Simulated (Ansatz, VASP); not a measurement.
# One calculation of Hg, two programs

```
Hg
1.0
     0.00000    3.33034    3.33034
     3.33034    0.00000    3.33034
     3.33034    3.33034    0.00000
Hg
2
Direct
  0.87500 0.87500 0.87500
  0.12500 0.12500 0.12500
```

Alike in both runs: task single point; functional PBE; k mesh 8 × 8 × 8; occupations fermi-dirac, width 0.05 eV; no spin polarisation.

```csv
,VASP,Ansatz
version,VASP 6.6.1,Ansatz 0.2.0
potentials or method,"VASP PAW PBE potentials, release 64 (Hg), cutoff 520 eV","all-electron LAPW, scalar-relativistic"
```

```csv
,VASP,Ansatz,Ansatz less VASP
pressure (GPa),2.1,1.9,-0.19
```

Ansatz ran all-electron here, and VASP with PAW potentials.

Spin-orbit coupling is off throughout.
